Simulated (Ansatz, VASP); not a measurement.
One calculation of HClF2, two programs

INCAR

```
SYSTEM = HClF2
PREC = Accurate
ENCUT = 600
EDIFF = 1E-6
ISMEAR = 0
SIGMA = 0.02
LREAL = .FALSE.
LASPH = .TRUE.
NELM = 80
ALGO = Normal
ISIF = 3
LWAVE = .FALSE.
LCHARG = .FALSE.
GGA = PE
IVDW = 12
IBRION = 2
NSW = 100
EDIFFG = -0.01
```

The input KPOINTS:

```
regular mesh
0
G
  12 12 6
  0 0 0
```

File POSCAR:

```
HClF2
1.0
    3.6932262808      0.0000000000      0.0000000000
   -1.8466131404      3.1984277811      0.0000000000
    0.0000000000      0.0000000000      6.0533242042
H Cl F
1 1 2
Direct
    0.0000000000      0.0000000000      0.5000000000
    0.0000000000      0.0000000000      0.0000000000
    0.0000000000      0.0000000000      0.3128437839
    0.0000000000      0.0000000000      0.6871562161
```

Input for Ansatz:

```yaml
crystal:
  lattice:
    - [3.6932262808, 0.0, 0.0]
    - [-1.8466131404, 3.1984277811, 0.0]
    - [0.0, 0.0, 6.0533242042]
  atoms:
    - { symbol: H, position: [0.0, 0.0, 0.5] }
    - { symbol: Cl, position: [0.0, 0.0, 0.0] }
    - { symbol: F, position: [0.0, 0.0, 0.3128437839] }
    - { symbol: F, position: [0.0, 0.0, 0.6871562161] }
basis:
  ecutwfc: 420
kpoints:
  mp_grid: { grid: [12, 12, 6] }
hamiltonian:
  xc: pbe
  dispersion: d3bj
scf:
  occupations: { method: gaussian, width: 0.02 }
output:
  forces: true
  stress: true
  eigenvalues: true
  write_density: true
  write_potential: true
  elf: true
  volumetric_format: npy
relax:
  adjacent_minimum: "off"
  f_tol: 0.01
  max_steps: 80
  cell: { stress_tol: 0.05 }
```

Alike in both runs: task relaxation of cell and atoms; functional PBE; dispersion D3(BJ); k mesh 12 × 12 × 6; occupations gaussian, width 0.02 eV; no spin polarisation.

```csv
,VASP,Ansatz
version,VASP 6.6.1,Ansatz 0.2.0
potentials or method,"VASP PAW PBE potentials, release 64 (H, Cl, F), cutoff 600 eV","scalar-relativistic, plane waves, PAW"
valence electrons in the cell,22,22
```

|  | VASP | Ansatz | Ansatz less VASP |
| --- | --- | --- | --- |
| gap on the k mesh at the Fermi level, each at its own relaxed structure (eV) | 1.11 | 1.19 | +0.078 |
| relaxed volume (Å³/atom) | 17.86 | 18.82 | +0.959 |
| relaxed cell length with the largest relative difference (Å) | 3.694 | 3.790 | +0.0960 |

One of these differences is far larger than is usual between the two programs; its cause wasn't traced.
